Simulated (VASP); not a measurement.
# Se (P3_221) in VASP: a series of runs

Se is run at these levels: PBEsol; tasks: single point.

Everything below comes from runs of VASP 6.6.1. Logs are shortened: lines on timing, memory, paths and dates and some standing lists are left out, and cuts for length are marked.

**1. The cell of the first run**

It takes space group P3_221 (No. 154, trigonal). The conventional cell has a = 4.018 Å, b = 4.018 Å, c = 5.224 Å, α = 90.00°, β = 90.00°, γ = 120.00°. Within 3.2 Å of Se (site symmetry 2) lie 6 Se at 2.46 to 3.18 Å.

**2. Single point, PBEsol (uniaxial strain along c: +2.0 %)**

INCAR reads:

```
SYSTEM = Se
  ALGO = Normal
  EDIFF = 1E-6
  ENCUT = 500
  GGA = PS
  GGA_COMPAT = .FALSE.
  ISIF = 2
  ISMEAR = 0
  LASPH = .TRUE.
  LCHARG = .FALSE.
  LREAL = .FALSE.
  LWAVE = .FALSE.
  NBANDS = 16
  NELM = 120
  PREC = Accurate
  SIGMA = 0.02
```

KPOINTS reads:

```
k-points
0
G
  12 12 8
  0 0 0
```

POSCAR reads:

```
Se
1.0
    4.0182766122      0.0000000000      0.0000000000
   -2.0091383061      3.4799296256      0.0000000000
    0.0000000000      0.0000000000      5.2238937056
Se
3
Direct
    0.2487357190      0.0000000000      0.1666666667
    0.0000000000      0.2487357190      0.8333333333
    0.7512642810      0.7512642810      0.5000000000
```

Potentials or basis: VASP PAW PBE potentials, release 64 (Se).

The run is started by

```
$ cat potpaw_PBE.64/Se/POTCAR > POTCAR
$ mpirun -np 1 vasp_std > vasp.out
```

OUTCAR:

```text
SYSTEM = Se
   EDIFF = 1E-6
   ENCUT = 500
   GGA = PS
   ISIF = 2
   ISMEAR = 0
   LASPH = .TRUE.
   LREAL = .FALSE.
   NELM = 120
   PREC = Accurate

 ion  position               nearest neighbor table
   1  0.249  0.000  0.167-   3 2.46   2 2.46
   2  0.000  0.249  0.833-   3 2.46   1 2.46
   3  0.751  0.751  0.500-   1 2.46   2 2.46

  LATTYP: Found a hexagonal cell.
 ALAT       =     4.0182766122
 C/A-ratio  =     1.3000333749

  Lattice vectors:

 A1 = (   4.0182766122,   0.0000000000,   0.0000000000)
 A2 = (  -2.0091383061,   3.4799296256,   0.0000000000)
 A3 = (   0.0000000000,   0.0000000000,   5.2238937056)

Analysis of symmetry for initial positions (statically):
=====================================================================
 Subroutine PRICEL returns:
 Original cell was already a primitive cell.

 Routine SETGRP: Setting up the symmetry group for a
 hexagonal supercell.

 Subroutine GETGRP returns: Found  6 space group operations
 (whereof  2 operations were pure point group operations)
 out of a pool of 24 trial point group operations.

The static configuration has the point symmetry C_2 .
 The point group associated with its full space group is D_3 .

Analysis of symmetry for dynamics (positions and initial velocities):
=====================================================================
 Subroutine PRICEL returns:
 Original cell was already a primitive cell.

 Routine SETGRP: Setting up the symmetry group for a
 hexagonal supercell.

 Subroutine GETGRP returns: Found  6 space group operations
 (whereof  2 operations were pure point group operations)
 out of a pool of 24 trial point group operations.

The dynamic configuration has the point symmetry C_2 .
 The point group associated with its full space group is D_3 .

 Subroutine INISYM returns: Found  6 space group operations
 (whereof  2 operations are pure point group operations),
 and found     1 'primitive' translations

----------------------------------------------------------------------------------------

                                     Primitive cell

  volume of cell :      73.0474

  direct lattice vectors                    reciprocal lattice vectors
     4.018276612  0.000000000  0.000000000     0.248862907  0.143681067  0.000000000
    -2.009138306  3.479929626  0.000000000     0.000000000  0.287362133  0.000000000
     0.000000000  0.000000000  5.223893706     0.000000000  0.000000000  0.191428091

  length of vectors
     4.018276612  4.018276612  5.223893706     0.287362133  0.287362133  0.191428091

  position of ions in fractional coordinates (direct lattice)
     0.248735719  0.000000000  0.166666667
     0.000000000  0.248735719  0.833333333
     0.751264281  0.751264281  0.500000000

  ion indices of the primitive-cell ions
   primitive index   ion index
                 1           1
                 2           2
                 3           3

----------------------------------------------------------------------------------------

 KPOINTS: k-points

Automatic generation of k-mesh.
 Grid dimensions read from file:
 generate k-points for:   12   12    8

 Generating k-lattice:

  Cartesian coordinates                     Fractional coordinates (reciprocal lattice)
     0.020738576  0.011973422  0.000000000     0.083333333  0.000000000  0.000000000
     0.000000000  0.023946844  0.000000000     0.000000000  0.083333333  0.000000000
     0.000000000  0.000000000  0.023928511     0.000000000  0.000000000  0.125000000

  Length of vectors
     0.023946844  0.023946844  0.023928511

  Shift w.r.t. Gamma in fractional coordinates (k-lattice)
     0.000000000  0.000000000  0.000000000

 Subroutine IBZKPT returns following result:
 ===========================================

 Found    131 irreducible k-points:

 Following reciprocal coordinates:
            Coordinates               Weight
  0.000000  0.000000  0.000000      1.000000
  0.083333 -0.000000  0.000000      6.000000
  0.166667 -0.000000  0.000000      6.000000
  0.250000 -0.000000  0.000000      6.000000
  0.333333 -0.000000  0.000000      6.000000
  0.416667 -0.000000  0.000000      6.000000
[... 16 lines left out ...]
  0.166667 -0.000000  0.125000      6.000000
  0.000000  0.166667  0.125000      6.000000
 [... further k-points ...]
   k-points           NKPTS =    131   k-points in BZ     NKDIM =    131   number of bands    NBANDS=     16
   number of dos      NEDOS =    301   number of ions     NIONS =      3
   total plane-waves  NPLWV =  36000
   dimension x,y,z NGX =    30 NGY =   30 NGZ =   40
   dimension x,y,z NGXF=    60 NGYF=   60 NGZF=   80
   ions per type =               3
   NGX,Y,Z   is equivalent  to a cutoff of  12.41, 12.41, 12.73 a.u.
   NGXF,Y,Z  is equivalent  to a cutoff of  24.82, 24.82, 25.46 a.u.
 SYSTEM =  Se
   PREC   = accura    normal or accurate (medium, high low for compatibility)
   ISTART =      0    job   : 0-new  1-cont  2-samecut
   ICHARG =      2    charge: 1-file 2-atom 10-const
   ISPIN  =      1    spin polarized calculation?
   LNONCOLLINEAR =      F non collinear calculations
   LSORBIT =      F    spin-orbit coupling
   LASPH  =      T    aspherical Exc in radial PAW
   ENCUT  =  500.0 eV  36.75 Ry    6.06 a.u.   7.33  7.33  9.52*2*pi/ulx,y,z
   NELM   =    120;   NELMIN=  2; NELMDL= -5     # of ELM steps
   EDIFF  = 0.1E-05   stopping-criterion for ELM
   LREAL  =      F    real-space projection
   EDIFFG = 0.1E-04   stopping-criterion for IOM
   NSW    =      0    number of steps for IOM
   IBRION =     -1    ionic relax: 0-MD 1-quasi-New 2-CG
   NFREE  =      0    steps in history (QN), initial steepest desc. (CG)
   ISIF   =      2    stress and relaxation
   ISYM   =      2    0-nonsym 1-usesym 2-fastsym
   POTIM  = 0.5000    time-step for ionic-motion
   TEBEG  =    0.0;   TEEND  =   0.0 temperature during run
   PSTRESS=    0.0 pullay stress
   NELECT =      18.0000    total number of electrons
   NUPDOWN=      -1.0000    fix difference up-down
   EMIN   =  10.00;   EMAX   =-10.00  energy-range for DOS
   EFERMI =   0.00;   METHOD = LEGACY
   ISMEAR =     0;   SIGMA  =   0.02  broadening in eV -4-tet -1-fermi 0-gaus
   EFERMI_NEDOS =   21; number of points for ismear=-14 and -15
   IALGO  =     38    algorithm
   IMIX   =      4    mixing-type and parameters
     AMIX     =   0.40;   BMIX     =  1.00
     AMIX_MAG =   1.60;   BMIX_MAG =  1.00
  volume/ion in A,a.u.               =      24.35       164.32
  Fermi-wavevector in a.u.,A,eV,Ry     =   1.026355  1.939529 14.332430  1.053404
  Thomas-Fermi vector in A             =   2.160243
   LORBIT       =      0    0 simple, 1 ext, 2 COOP (PROOUT), +10 PAW based schemes
   GGA     = PS    functional components
   LHFCALC =     F    Hartree Fock is set to
   AEXX    =    0.0000 exact exchange contribution
   IVDW    =     0    specifies the selected vdW correction
   LEPSILON=     F    determine dielectric tensor
   LRPA    =     F    only Hartree local field effects (RPA)
 non-spin polarized calculation
 Gauss-broadening in eV      SIGMA  =   0.02
  energy-cutoff  :      500.00
  volume of cell :       73.05
 maximum number of plane-waves:      1892
 NGX is ok and might be reduce to    30
   NGX = 15   NGY = 15   NGZ = 19

 number of electron      18.0000002 magnetization

 Free energy of the ion-electron system (eV)
  ---------------------------------------------------
  ext. energy  EPLUGINS =         0.00000000
  ---------------------------------------------------
  free energy    TOTEN  =       -11.55393911 eV

  energy without entropy =      -11.55393911  energy(sigma->0) =      -11.55393911

 E-fermi :   3.7307     XC(G=0):  -9.6554

 val. band max:        3.6227333918   @ k =   0.3333   0.3333   0.5000
 cond. band min:       3.8816173291   @ k =   0.3333   0.3333   0.5000
 fundamental gap:      0.2588839373
 Fermi energy:         3.7306630006

 k-point     1 :       0.0000    0.0000    0.0000
  band No.  band energies     occupation
      1     -12.3201      2.00000
      2      -8.3537      2.00000
      3      -8.3537      2.00000
      4       0.1157      2.00000
      5       0.2667      2.00000
      6       0.2667      2.00000
[... 8 lines left out ...]
     15      10.4000      0.00000
     16      11.9579      0.00000

 k-point     2 :       0.0833   -0.0000    0.0000
  band No.  band energies     occupation
      1     -12.2715      2.00000
      2      -8.3703      2.00000
      3      -8.3399      2.00000
      4      -0.3503      2.00000
      5       0.0355      2.00000
      6       0.3248      2.00000
[... 8 lines left out ...]
     15      10.7476      0.00000
     16      11.8055      0.00000

 k-point     3 :       0.1667   -0.0000    0.0000
  band No.  band energies     occupation
      1     -12.1306      2.00000
      2      -8.4305      2.00000
      3      -8.3011      2.00000
      4      -1.0184      2.00000
      5      -0.3714      2.00000
      6       0.1742      2.00000
[... 8 lines left out ...]
     15      11.3703      0.00000
     16      11.9187      0.00000

 k-point     4 :       0.2500   -0.0000    0.0000
  band No.  band energies     occupation
      1     -11.9143      2.00000
      2      -8.5548      2.00000
      3      -8.2454      2.00000
      4      -1.5441      2.00000
      5      -0.7666      2.00000
      6      -0.0521      2.00000
[... 8 lines left out ...]
     15      11.9254      0.00000
     16      12.4957      0.00000

 k-point     5 :       0.3333   -0.0000    0.0000
  band No.  band energies     occupation
      1     -11.6583      2.00000
      2      -8.7428      2.00000
      3      -8.1867      2.00000
      4      -1.8346      2.00000
      5      -1.0826      2.00000
      6      -0.2318      2.00000
[... 8 lines left out ...]
     15      12.6828      0.00000
     16      13.2722      0.00000

 k-point     6 :       0.4167   -0.0000    0.0000
  band No.  band energies     occupation
      1     -11.4310      2.00000
      2      -8.9370      2.00000
      3      -8.1418      2.00000
      4      -1.9209      2.00000
      5      -1.2821      2.00000
      6      -0.2768      2.00000
[... 8 lines left out ...]
     15      13.6751      0.00000
     16      14.0614      0.00000

 k-point     7 :       0.5000   -0.0000    0.0000
  band No.  band energies     occupation
      1     -11.3347      2.00000
      2      -9.0248      2.00000
      3      -8.1249      2.00000
      4      -1.9233      2.00000
      5      -1.3486      2.00000
      6      -0.1283      2.00000
[... 8 lines left out ...]
     15      14.1324      0.00000
     16      14.6201      0.00000

 k-point     8 :       0.0833    0.0833    0.0000
  band No.  band energies     occupation
      1     -12.1767      2.00000
      2      -8.4044      2.00000
      3      -8.3181      2.00000
      4      -0.8059      2.00000
      5      -0.3829      2.00000
      6       0.3490      2.00000
[... 8 lines left out ...]
     15      11.2471      0.00000
     16      11.6532      0.00000

 k-point     9 :       0.1667    0.0833    0.0000
  band No.  band energies     occupation
      1     -11.9975      2.00000
      2      -8.4868      2.00000
      3      -8.2825      2.00000
      4      -1.3251      2.00000
      5      -0.8105      2.00000
      6       0.2225      2.00000
[... 8 lines left out ...]
     15      11.8048      0.00000
     16      12.0024      0.00000
[... 172 lines left out ...]
 k-point    19 :       0.3333    0.3333    0.0000
  band No.  band energies     occupation
      1     -11.1795      2.00000
      2      -8.6565      2.00000
      3      -8.6565      2.00000
      4      -1.5945      2.00000
      5      -1.5945      2.00000
      6       0.3224      2.00000
[... 8 lines left out ...]
     15      11.2171      0.00000
     16      14.0815      0.00000

 k-point    20 :       0.0000    0.0000    0.1250
  band No.  band energies     occupation
      1     -12.2514      2.00000
      2      -9.1884      2.00000
      3      -7.5078      2.00000
      4      -0.1186      2.00000
      5       0.1604      2.00000
      6       0.5646      2.00000
[... 8 lines left out ...]
     15      10.7242      0.00000
     16      11.3281      0.00000

 k-point    21 :       0.0833   -0.0000    0.1250
  band No.  band energies     occupation
      1     -12.2031      2.00000
      2      -9.1748      2.00000
      3      -7.5294      2.00000
      4      -0.3358      2.00000
      5      -0.1919      2.00000
      6       0.4925      2.00000
[... 8 lines left out ...]
     15      10.8983      0.00000
     16      11.4870      0.00000

 k-point    22 :       0.0000    0.0833    0.1250
  band No.  band energies     occupation
      1     -12.2033      2.00000
      2      -9.1714      2.00000
      3      -7.5357      2.00000
      4      -0.4454      2.00000
      5       0.0637      2.00000
      6       0.4324      2.00000
[... 8 lines left out ...]
     15      10.9526      0.00000
     16      11.2403      0.00000

 k-point    23 :       0.1667   -0.0000    0.1250
  band No.  band energies     occupation
      1     -12.0628      2.00000
      2      -9.1486      2.00000
      3      -7.5867      2.00000
      4      -0.9403      2.00000
      5      -0.6841      2.00000
      6       0.2930      2.00000
[... 8 lines left out ...]
     15      11.3290      0.00000
     16      12.1481      0.00000

 k-point    24 :       0.0000    0.1667    0.1250
  band No.  band energies     occupation
      1     -12.0645      2.00000
      2      -9.1223      2.00000
      3      -7.6324      2.00000
      4      -0.9894      2.00000
      5      -0.2173      2.00000
      6       0.2160      2.00000
[... 8 lines left out ...]
     15      11.2652      0.00000
     16      11.4554      0.00000

 [... further k-points ...]
[... 5 lines left out ...]
  --------------------------------------------------------------------------------------
  -------------------------------------------------------------------------------------
  Total       -0.2617422     -0.2617422     -0.8986930      0.0000000     -0.0000000     -0.0000000
  in kB       -5.7408967     -5.7408967    -19.7113927      0.0000000     -0.0000000     -0.0000000
  external PRESSURE =     -10.3977287 kB  Pullay stress =       0.0000000 kB

 VOLUME and BASIS-vectors are now :
 -----------------------------------------------------------------------------
  energy-cutoff  :      500.00
  volume of cell :       73.05
      direct lattice vectors                 reciprocal lattice vectors
     4.018276612  0.000000000  0.000000000     0.248862907  0.143681067  0.000000000
    -2.009138306  3.479929626  0.000000000     0.000000000  0.287362133  0.000000000
     0.000000000  0.000000000  5.223893706     0.000000000  0.000000000  0.191428091

 POSITION                                       TOTAL-FORCE (eV/Angst)
 -----------------------------------------------------------------------------------
      0.99949      0.00000      0.87065        -0.055229     -0.000000      0.000000
     -0.49974      0.86558      4.35324         0.027615     -0.047830     -0.000000
      1.50939      2.61435      2.61195         0.027615      0.047830      0.000000
 -----------------------------------------------------------------------------------
    total drift:                               -0.000000     -0.000000      0.000000

  FREE ENERGIE OF THE ION-ELECTRON SYSTEM (eV)
  ---------------------------------------------------
  free  energy   TOTEN  =       -11.5539391085 eV

  energy  without entropy=      -11.5539391085  energy(sigma->0) =      -11.55393911
```

It took 46 s on 1 thread of AMD EPYC 9R45 (Zen 5), shared host; peak memory 0.22 GiB.

Results:

```yaml
Free_energy: -11.5539 eV
Pressure: -1.0 GPa
Largest_force: 0.055 eV/Å
Band_gap_on_the_k_mesh: 0.26 eV
```

Forces on the atoms (eV/Å):
```
Se  -0.055  0.000  0.000
Se   0.028 -0.048  0.000
Se   0.028  0.048  0.000
```

Stress tensor (GPa, compression positive):
```
-0.57  0.00  0.00
 0.00 -0.57  0.00
 0.00  0.00 -1.97
```

Caveat: the cell differs from its parent crystal (uniaxial strain along c: +2.0 %); the PAW data sets were made with another functional, which shifts forces and pressure a little. A k mesh can miss the band edges.

(Continued in part 2 of 2.)
